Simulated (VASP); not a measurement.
# Ga (Cmcm) in VASP: notebook

Ga is run at these levels: PBE; tasks: single point.

Everything below comes from runs of VASP 6.6.1. Logs are shortened: lines on timing, memory, paths and dates and some standing lists are left out, and cuts for length are marked.

**1. The cell of the first run**

The structure is orthorhombic, space group Cmcm (No. 63). Conventional cell: a = 2.987 Å, b = 8.374 Å, c = 3.170 Å, α = 90.00°, β = 90.00°, γ = 90.00°. Ga (site symmetry m2m) has 10 Ga at 2.73 to 3.17 Å within 3.6 Å.

**2. Single point, PBE (equal xx and yy strain of +3 %)**

The input, INCAR:

```
SYSTEM = Ga
PREC = Accurate
ENCUT = 520
EDIFF = 1E-7
ISMEAR = -1
SIGMA = 0.08
LREAL = .False.
LASPH = .True.
NELM = 100
ALGO = Normal
ISIF = 2
LWAVE = .False.
LCHARG = .False.
GGA = PE
NBANDS = 20
```

The input, KPOINTS:

```
regular mesh
0
Gamma
  12 12 10
  0 0 0
```

The input, POSCAR:

```
Ga
1.0
    1.4935000000     -4.1869500000      0.0000000000
    1.4935000000      4.1869500000      0.0000000000
    0.0000000000      0.0000000000      3.1700000000
Ga
2
Direct
    0.8670000000      0.1330000000      0.2500000000
    0.1330000000      0.8670000000      0.7500000000
```

Potentials or basis: VASP PAW PBE potentials, release 64 (Ga_d).

Started as:

```console
> cat potpaw_PBE.64/Ga_d/POTCAR > POTCAR
> mpirun -np 1 vasp_std > vasp.out
```

OUTCAR:

```text
SYSTEM = Ga
   PREC = Accurate
   ENCUT = 520
   EDIFF = 1E-7
   ISMEAR = -1
   LREAL = .False.
   LASPH = .True.
   NELM = 100
   ISIF = 2
   GGA = PE

 ion  position               nearest neighbor table
   1  0.867  0.133  0.250-   2 2.73   2 2.73
   2  0.133  0.867  0.750-   1 2.73   1 2.73

  LATTYP: Found a base centered orthorhombic cell.
 ALAT       =     2.9870000000
 B/A-ratio  =     2.8034482759
 C/A-ratio  =     1.0612654838

  Lattice vectors:

 A1 = (   1.4935000000,  -4.1869500000,   0.0000000000)
 A2 = (   1.4935000000,   4.1869500000,   0.0000000000)
 A3 = (   0.0000000000,   0.0000000000,   3.1700000000)

Analysis of symmetry for initial positions (statically):
=====================================================================
 Subroutine PRICEL returns:
 Original cell was already a primitive cell.

 Routine SETGRP: Setting up the symmetry group for a
 base centered orthorhombic supercell.

 Subroutine GETGRP returns: Found  8 space group operations
 (whereof  4 operations were pure point group operations)
 out of a pool of  8 trial point group operations.

The static configuration has the point symmetry C_2h.
 The point group associated with its full space group is D_2h.

Analysis of symmetry for dynamics (positions and initial velocities):
=====================================================================
 Subroutine PRICEL returns:
 Original cell was already a primitive cell.

 Routine SETGRP: Setting up the symmetry group for a
 base centered orthorhombic supercell.

 Subroutine GETGRP returns: Found  8 space group operations
 (whereof  4 operations were pure point group operations)
 out of a pool of  8 trial point group operations.

The dynamic configuration has the point symmetry C_2h.
 The point group associated with its full space group is D_2h.

 Subroutine INISYM returns: Found  8 space group operations
 (whereof  4 operations are pure point group operations),
 and found     1 'primitive' translations

----------------------------------------------------------------------------------------

                                     Primitive cell

  volume of cell :      39.6454

  direct lattice vectors                    reciprocal lattice vectors
     1.493500000 -4.186950000  0.000000000     0.334784064 -0.119418670  0.000000000
     1.493500000  4.186950000  0.000000000     0.334784064  0.119418670  0.000000000
     0.000000000  0.000000000  3.170000000     0.000000000  0.000000000  0.315457413

  length of vectors
     4.445345043  4.445345043  3.170000000     0.355445057  0.355445057  0.315457413

  position of ions in fractional coordinates (direct lattice)
     0.867000000  0.133000000  0.250000000
     0.133000000  0.867000000  0.750000000

  ion indices of the primitive-cell ions
   primitive index   ion index
                 1           1
                 2           2

----------------------------------------------------------------------------------------

 KPOINTS: regular mesh

Automatic generation of k-mesh.
 Grid dimensions read from file:
 generate k-points for:   12   12   10

 Generating k-lattice:

  Cartesian coordinates                     Fractional coordinates (reciprocal lattice)
     0.027898672 -0.009951556  0.000000000     0.083333333 -0.000000000  0.000000000
     0.027898672  0.009951556  0.000000000    -0.000000000  0.083333333  0.000000000
     0.000000000  0.000000000  0.031545741     0.000000000  0.000000000  0.100000000

  Length of vectors
     0.029620421  0.029620421  0.031545741

  Shift w.r.t. Gamma in fractional coordinates (k-lattice)
     0.000000000  0.000000000  0.000000000

 Subroutine IBZKPT returns following result:
 ===========================================

 Found    258 irreducible k-points:

 Following reciprocal coordinates:
            Coordinates               Weight
  0.000000  0.000000  0.000000      1.000000
  0.083333  0.000000  0.000000      4.000000
  0.166667  0.000000  0.000000      4.000000
  0.250000  0.000000  0.000000      4.000000
  0.333333  0.000000  0.000000      4.000000
  0.416667  0.000000  0.000000      4.000000
[... 16 lines left out ...]
  0.500000  0.166667  0.000000      4.000000
 -0.416667  0.166667  0.000000      4.000000
 [... further k-points ...]
   k-points           NKPTS =    258   k-points in BZ     NKDIM =    258   number of bands    NBANDS=     20
   number of dos      NEDOS =    301   number of ions     NIONS =      2
   total plane-waves  NPLWV =  31104
   dimension x,y,z NGX =    36 NGY =   36 NGZ =   24
   dimension x,y,z NGXF=    72 NGYF=   72 NGZF=   48
   ions per type =               2
   NGX,Y,Z   is equivalent  to a cutoff of  13.46, 13.46, 12.59 a.u.
   NGXF,Y,Z  is equivalent  to a cutoff of  26.93, 26.93, 25.17 a.u.
 SYSTEM =  Ga
   PREC   = accura    normal or accurate (medium, high low for compatibility)
   ISTART =      0    job   : 0-new  1-cont  2-samecut
   ICHARG =      2    charge: 1-file 2-atom 10-const
   ISPIN  =      1    spin polarized calculation?
   LNONCOLLINEAR =      F non collinear calculations
   LSORBIT =      F    spin-orbit coupling
   LASPH  =      T    aspherical Exc in radial PAW
   ENCUT  =  520.0 eV  38.22 Ry    6.18 a.u.   8.27  8.27  5.89*2*pi/ulx,y,z
   NELM   =    100;   NELMIN=  2; NELMDL= -5     # of ELM steps
   EDIFF  = 0.1E-06   stopping-criterion for ELM
   LREAL  =      F    real-space projection
   EDIFFG = 0.1E-05   stopping-criterion for IOM
   NSW    =      0    number of steps for IOM
   IBRION =     -1    ionic relax: 0-MD 1-quasi-New 2-CG
   NFREE  =      0    steps in history (QN), initial steepest desc. (CG)
   ISIF   =      2    stress and relaxation
   ISYM   =      2    0-nonsym 1-usesym 2-fastsym
   POTIM  = 0.5000    time-step for ionic-motion
   TEBEG  =    0.0;   TEEND  =   0.0 temperature during run
   PSTRESS=    0.0 pullay stress
   NELECT =      26.0000    total number of electrons
   NUPDOWN=      -1.0000    fix difference up-down
   EMIN   =  10.00;   EMAX   =-10.00  energy-range for DOS
   EFERMI =   0.00;   METHOD = LEGACY
   ISMEAR =    -1;   SIGMA  =   0.08  broadening in eV -4-tet -1-fermi 0-gaus
   EFERMI_NEDOS =   21; number of points for ismear=-14 and -15
   IALGO  =     38    algorithm
   IMIX   =      4    mixing-type and parameters
     AMIX     =   0.40;   BMIX     =  1.00
     AMIX_MAG =   1.60;   BMIX_MAG =  1.00
  volume/ion in A,a.u.               =      19.82       133.77
  Fermi-wavevector in a.u.,A,eV,Ry     =   1.422335  2.687823 27.525083  2.023037
  Thomas-Fermi vector in A             =   2.543050
   LORBIT       =      0    0 simple, 1 ext, 2 COOP (PROOUT), +10 PAW based schemes
   GGA     = PE    functional components
   LHFCALC =     F    Hartree Fock is set to
   AEXX    =    0.0000 exact exchange contribution
   IVDW    =     0    specifies the selected vdW correction
   LEPSILON=     F    determine dielectric tensor
   LRPA    =     F    only Hartree local field effects (RPA)
 non-spin polarized calculation
  energy-cutoff  :      520.00
  volume of cell :       39.65
 maximum number of plane-waves:      1088
 NGX is ok and might be reduce to    36
   NGX = 17   NGY = 17   NGZ = 11

 number of electron      25.9999986 magnetization

 Free energy of the ion-electron system (eV)
  ---------------------------------------------------
  ext. energy  EPLUGINS =         0.00000000
  ---------------------------------------------------
  free energy    TOTEN  =        -5.75675693 eV

  energy without entropy =       -5.73836760  energy(sigma->0) =       -5.74756226

 E-fermi :   5.1084     XC(G=0): -10.7260

 val. band max:        5.1050439854   @ k =   0.4167   0.0000   0.1000
 cond. band min:       5.1331732674   @ k =   0.4167   0.3333   0.2000
 fundamental gap:      0.0281292820
 Fermi energy:         5.1084354555

 k-point     1 :       0.0000    0.0000    0.0000
  band No.  band energies     occupation
      1      -9.9957      2.00000
      2      -9.9616      2.00000
      3      -9.9107      2.00000
      4      -9.8881      2.00000
      5      -9.7433      2.00000
      6      -9.7253      2.00000
[... 12 lines left out ...]
     19      16.1526      0.00000
     20      16.1945      0.00000

 k-point     2 :       0.0833    0.0000    0.0000
  band No.  band energies     occupation
      1      -9.9899      2.00000
      2      -9.9580      2.00000
      3      -9.9070      2.00000
      4      -9.8684      2.00000
      5      -9.7495      2.00000
      6      -9.7319      2.00000
[... 12 lines left out ...]
     19      16.3220      0.00000
     20      17.6803      0.00000

 k-point     3 :       0.1667    0.0000    0.0000
  band No.  band energies     occupation
      1      -9.9742      2.00000
      2      -9.9482      2.00000
      3      -9.8908      2.00000
      4      -9.8281      2.00000
      5      -9.7626      2.00000
      6      -9.7505      2.00000
[... 12 lines left out ...]
     19      17.1634      0.00000
     20      19.6502      0.00000

 k-point     4 :       0.2500    0.0000    0.0000
  band No.  band energies     occupation
      1      -9.9532      2.00000
      2      -9.9351      2.00000
      3      -9.8693      2.00000
      4      -9.8242      2.00000
      5      -9.7770      2.00000
      6      -9.7387      2.00000
[... 12 lines left out ...]
     19      17.2532      0.00000
     20      19.7969      0.00000

 k-point     5 :       0.3333    0.0000    0.0000
  band No.  band energies     occupation
      1      -9.9337      2.00000
      2      -9.9225      2.00000
      3      -9.8590      2.00000
      4      -9.8443      2.00000
      5      -9.8050      2.00000
      6      -9.7329      2.00000
[... 12 lines left out ...]
     19      16.6568      0.00000
     20      18.3260      0.00000

 k-point     6 :       0.4167    0.0000    0.0000
  band No.  band energies     occupation
      1      -9.9258      2.00000
      2      -9.9134      2.00000
      3      -9.8643      2.00000
      4      -9.8465      2.00000
      5      -9.8269      2.00000
      6      -9.7435      2.00000
[... 12 lines left out ...]
     19      15.2758      0.00000
     20      18.1251      0.00000

 k-point     7 :       0.5000    0.0000    0.0000
  band No.  band energies     occupation
      1      -9.9265      2.00000
      2      -9.9100      2.00000
      3      -9.8626      2.00000
      4      -9.8481      2.00000
      5      -9.8355      2.00000
      6      -9.7484      2.00000
[... 12 lines left out ...]
     19      16.1948      0.00000
     20      16.7940      0.00000
[... 277 lines left out ...]
 k-point    20 :       0.2500    0.1667    0.0000
  band No.  band energies     occupation
      1      -9.9297      2.00000
      2      -9.9218      2.00000
      3      -9.8955      2.00000
      4      -9.7953      2.00000
      5      -9.7948      2.00000
      6      -9.7511      2.00000
[... 12 lines left out ...]
     19      16.9276      0.00000
     20      18.1636      0.00000

 k-point    21 :       0.3333    0.1667    0.0000
  band No.  band energies     occupation
      1      -9.9215      2.00000
      2      -9.9195      2.00000
      3      -9.8947      2.00000
      4      -9.8079      2.00000
      5      -9.7986      2.00000
      6      -9.7485      2.00000
[... 12 lines left out ...]
     19      15.9630      0.00000
     20      17.2006      0.00000

 k-point    22 :       0.4167    0.1667    0.0000
  band No.  band energies     occupation
      1      -9.9252      2.00000
      2      -9.9066      2.00000
      3      -9.8820      2.00000
      4      -9.8142      2.00000
      5      -9.8111      2.00000
      6      -9.7598      2.00000
[... 12 lines left out ...]
     19      16.0604      0.00000
     20      16.9058      0.00000

 k-point    23 :       0.5000    0.1667    0.0000
  band No.  band energies     occupation
      1      -9.9219      2.00000
      2      -9.8956      2.00000
      3      -9.8794      2.00000
      4      -9.8328      2.00000
      5      -9.8111      2.00000
      6      -9.7638      2.00000
[... 12 lines left out ...]
     19      14.9550      0.00000
     20      16.4739      0.00000

 k-point    24 :      -0.4167    0.1667    0.0000
  band No.  band energies     occupation
      1      -9.9295      2.00000
      2      -9.8955      2.00000
      3      -9.8944      2.00000
      4      -9.8397      2.00000
      5      -9.7952      2.00000
      6      -9.7615      2.00000
[... 12 lines left out ...]
     19      15.5687      0.00000
     20      17.1390      0.00000

 [... further k-points ...]
[... 5 lines left out ...]
  --------------------------------------------------------------------------------------
  -------------------------------------------------------------------------------------
  Total       -0.7327453      0.0576226     -0.0278348      0.0000000      0.0000000      0.0000000
  in kB      -29.6122463      2.3286869     -1.1248792      0.0000000      0.0000000      0.0000000
  external PRESSURE =      -9.4694795 kB  Pullay stress =       0.0000000 kB

 VOLUME and BASIS-vectors are now :
 -----------------------------------------------------------------------------
  energy-cutoff  :      520.00
  volume of cell :       39.65
      direct lattice vectors                 reciprocal lattice vectors
     1.493500000 -4.186950000  0.000000000     0.334784064 -0.119418670  0.000000000
     1.493500000  4.186950000  0.000000000     0.334784064  0.119418670  0.000000000
     0.000000000  0.000000000  3.170000000     0.000000000  0.000000000  0.315457413

 POSITION                                       TOTAL-FORCE (eV/Angst)
 -----------------------------------------------------------------------------------
      1.49350     -3.07322      0.79250         0.000000      0.174666      0.000000
      1.49350      3.07322      2.37750         0.000000     -0.174666      0.000000
 -----------------------------------------------------------------------------------
    total drift:                                0.000000     -0.000000     -0.000000

  FREE ENERGIE OF THE ION-ELECTRON SYSTEM (eV)
  ---------------------------------------------------
  free  energy   TOTEN  =        -5.7567569256 eV

  energy  without entropy=       -5.7383676015  energy(sigma->0) =       -5.74756226
```

It took 58 s on 1 thread of Intel Xeon 6975P-C (Granite Rapids), shared host; peak memory 0.3 GiB.

What came out:

- Free energy: -5.7568 eV
- Pressure: -0.9 GPa
- Largest force: 0.175 eV/Å
- Band gap on the k mesh: zero (bands 13 and 14 overlap by 9.17 eV)

Forces on the atoms (eV/Å):
```
Ga   0.000  0.175  0.000
Ga   0.000 -0.175  0.000
```

Levels at points of the mesh, in eV from the Fermi level:
```tsv
k point	band 9	band 10	band 11	band 12	band 13	band 14	band 15	band 16	band 17	band 18
(0.00, 0.00, 0.00)	-14.80	-14.66	-10.80	-2.23	-1.87	3.35	6.93	7.14	8.05	9.79
(0.50, 0.00, 0.00)	-14.72	-14.70	-6.68	-5.25	-1.74	-0.64	6.04	6.82	8.22	9.30
(0.50, 0.50, 0.00)	-14.76	-14.71	-8.90	-8.30	5.26	5.43	6.10	6.98	7.04	8.76
(0.00, 0.00, 0.50)	-14.73	-14.73	-6.99	-6.99	1.82	1.82	2.26	2.26	9.64	9.64
(0.50, 0.00, 0.50)	-14.70	-14.70	-3.03	-3.03	-1.45	-1.45	1.80	1.80	4.07	4.07
(0.50, 0.50, 0.50)	-14.76	-14.76	-5.36	-5.36	-3.91	-3.91	8.98	8.98	10.63	10.63
```

Caveat: the cell differs from its parent crystal (equal xx and yy strain of +3 %).

**3. Single point, PBE (zz strain of -3 %)**

The input, INCAR:

```
SYSTEM = Ga
ALGO = Normal ; EDIFF = 1E-6
ENCUT = 520 ; GGA = PE
ISIF = 2 ; ISMEAR = -1
LASPH = .True. ; LCHARG = .False.
LREAL = .False. ; LWAVE = .False.
NBANDS = 20 ; NELM = 80
PREC = Accurate ; SIGMA = 0.08
```

The input, KPOINTS:

```
k-points
0
Gamma
  12 12 10
  0 0 0
```

The input, POSCAR:

```
Ga
1.0
    1.4500000000     -4.0650000000      0.0000000000
    1.4500000000      4.0650000000      0.0000000000
    0.0000000000      0.0000000000      3.0749000000
Ga
2
Direct
    0.8670000000      0.1330000000      0.2500000000
    0.1330000000      0.8670000000      0.7500000000
```

Potentials or basis: VASP PAW PBE potentials, release 64 (Ga_d).

Started as:

```console
> cat potpaw_PBE.64/Ga_d/POTCAR > POTCAR
> mpirun -np 1 vasp_std > vasp.out
```

Run time: 2.6 min. Hardware: 1 thread of Intel Xeon 8259CL, shared host; peak memory 0.28 GiB.

The run converged. Its results:

```
Free energy            : -5.7306 eV
Pressure               : 3.7 GPa
Largest force          : 0.219 eV/Å
Band gap on the k mesh : zero (bands 13 and 14 overlap by 9.88 eV)
```

Forces in eV/Å, atoms in the order of the input:
```
Ga   0.000  0.219  0.000
Ga   0.000 -0.219  0.000
```

Stress tensor (GPa, compression positive):
```
0.64 0.00 0.00
0.00 5.15 0.00
0.00 0.00 5.18
```

Levels at points of the mesh, in eV from the Fermi level:
| k point | band 9 | band 10 | band 11 | band 12 | band 13 | band 14 | band 15 | band 16 | band 17 | band 18 |
| --- | --- | --- | --- | --- | --- | --- | --- | --- | --- | --- |
| (0.00, 0.00, 0.00) | -14.88 | -14.72 | -11.51 | -2.55 | -1.70 | 3.51 | 7.22 | 7.59 | 8.55 | 10.40 |
| (0.50, 0.00, 0.00) | -14.79 | -14.77 | -6.97 | -5.67 | -2.02 | -0.61 | 6.50 | 7.34 | 8.81 | 9.96 |
| (0.50, 0.50, 0.00) | -14.84 | -14.79 | -9.48 | -8.84 | 5.53 | 5.75 | 6.49 | 7.69 | 7.70 | 9.19 |
| (0.00, 0.00, 0.50) | -14.81 | -14.81 | -7.41 | -7.41 | 1.85 | 1.85 | 2.45 | 2.45 | 10.38 | 10.38 |
| (0.50, 0.00, 0.50) | -14.77 | -14.77 | -3.07 | -3.07 | -1.57 | -1.57 | 1.84 | 1.84 | 4.22 | 4.22 |
| (0.50, 0.50, 0.50) | -14.84 | -14.84 | -5.51 | -5.51 | -4.35 | -4.35 | 9.61 | 9.61 | 11.39 | 11.39 |

Caveat: the cell differs from its parent crystal (zz strain of -3 %); the cell stands under pressure.

**4. Single point, PBE (zz strain of -1 %)**

The input, INCAR:

```
SYSTEM = Ga
ALGO = Normal
EDIFF = 1E-6
ENCUT = 520
GGA = PE
ISIF = 2
ISMEAR = -1
LASPH = .True.
LCHARG = .False.
LREAL = .False.
LWAVE = .False.
NBANDS = 20
NELM = 60
PREC = Accurate
SIGMA = 0.08
```

KPOINTS is that of step 3.

POSCAR, as its differences from that of step 3:

```diff
@@ -4,3 +4,3 @@
     1.4500000000      4.0650000000      0.0000000000
-    0.0000000000      0.0000000000      3.0749000000
+    0.0000000000      0.0000000000      3.1383000000
 Ga
```

Started as:

```console
> cat potpaw_PBE.64/Ga_d/POTCAR > POTCAR
> mpirun -np 1 vasp_std > vasp.out
```

Wall time 2.6 min (1 thread of Intel Xeon 8259CL, shared host); peak memory 0.28 GiB.

It converged, with:

* Free energy: -5.7520 eV
* Pressure: 2.3 GPa
* Largest force: 0.205 eV/Å
* Band gap on the k mesh: zero (bands 13 and 14 overlap by 9.61 eV)

Forces in eV/Å, atoms in the order of the input:
```
Ga   0.000  0.205  0.000
Ga   0.000 -0.205  0.000
```

Stress tensor (GPa, compression positive):
```
-0.40  0.00  0.00
 0.00  3.56  0.00
 0.00  0.00  3.59
```

Levels at points of the mesh, in eV from the Fermi level:
```tsv
k point	band 9	band 10	band 11	band 12	band 13	band 14	band 15	band 16	band 17	band 18
(0.00, 0.00, 0.00)	-14.87	-14.71	-11.35	-2.38	-1.63	3.07	6.77	7.74	8.68	10.45
(0.50, 0.00, 0.00)	-14.77	-14.76	-6.81	-5.51	-1.86	-0.50	6.49	6.91	8.87	9.51
(0.50, 0.50, 0.00)	-14.82	-14.77	-9.32	-8.68	5.31	5.69	6.05	7.27	7.35	9.31
(0.00, 0.00, 0.50)	-14.79	-14.79	-7.43	-7.43	1.84	1.84	2.47	2.47	10.34	10.34
(0.50, 0.00, 0.50)	-14.76	-14.76	-3.08	-3.08	-1.61	-1.61	1.84	1.84	4.22	4.22
(0.50, 0.50, 0.50)	-14.84	-14.84	-5.58	-5.58	-4.29	-4.29	9.58	9.58	11.40	11.40
```

Caveat: the cell differs from its parent crystal (zz strain of -1 %).

**5. Overview**

| cell | gap on the mesh (eV) | pressure (GPa) | largest force (eV/Å) |
| --- | --- | --- | --- |
| a = 4.445, b = 4.445, c = 3.170 Å, angles 90.0, 90.0, 140.7°, 2 atoms | none | -0.9 | 0.17 |
| a = 4.316, b = 4.316, c = 3.075 Å, angles 90.0, 90.0, 140.7°, 2 atoms | none | 3.7 | 0.22 |
| a = 4.316, b = 4.316, c = 3.138 Å, angles 90.0, 90.0, 140.7°, 2 atoms | none | 2.3 | 0.20 |

Alike in all rows: task single point; level PBE; potentials or basis VASP PAW PBE potentials, release 64 (Ga_d); no spin polarisation; k mesh 12 × 12 × 10; cutoff (eV) 520; smearing fermi-dirac 0.08 eV.

Caveats: the cell stands under pressure (at least some runs).

Absolute energies hang on the potentials; compare differences alone.
